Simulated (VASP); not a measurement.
Al3Ga4N7, 14 atoms in the cell. The cell holds a disordered packing, 14 atoms: a = 5.424 Å, b = 5.677 Å, c = 5.504 Å, α = 86.24°, β = 92.15°, γ = 90.49°. 

| Item | Value |
| --- | --- |
| Program | VASP 6.6.1 |
| Task | single point |
| Functional | PBE |
| Potentials or basis | VASP PAW PBE potentials, release 64 (Al, N, Ga_d) |
| Cutoff | 520 eV |
| k mesh | 1 × 1 × 1, shifted |
| Occupations | fermi-dirac, width 0.2482 eV |
| Spin | no spin polarisation |
| Dipole correction | no |
| Further INCAR settings | ALGO = Normal; EDIFF = 1e-06; NBANDS = 61; ISYM = -1 |

Potentials or basis: VASP PAW PBE potentials, release 64 (Al, N, Ga_d).

Launch:

```console
$ cat potpaw_PBE.64/Al/POTCAR potpaw_PBE.64/N/POTCAR potpaw_PBE.64/Ga_d/POTCAR > POTCAR
$ mpirun -np 1 vasp_std > vasp.out
```

Hardware: 1 thread of AMD EPYC 9R45 96-Core Processor (Zen 5), with other jobs on the host.

Task: Estimate the wall time of this run.

Result: It took 20 s on 1 thread of AMD EPYC 9R45 96-Core Processor (Zen 5), on a shared host, peak memory 0.21 GiB. Counts: scf iterations 18, k points 1.
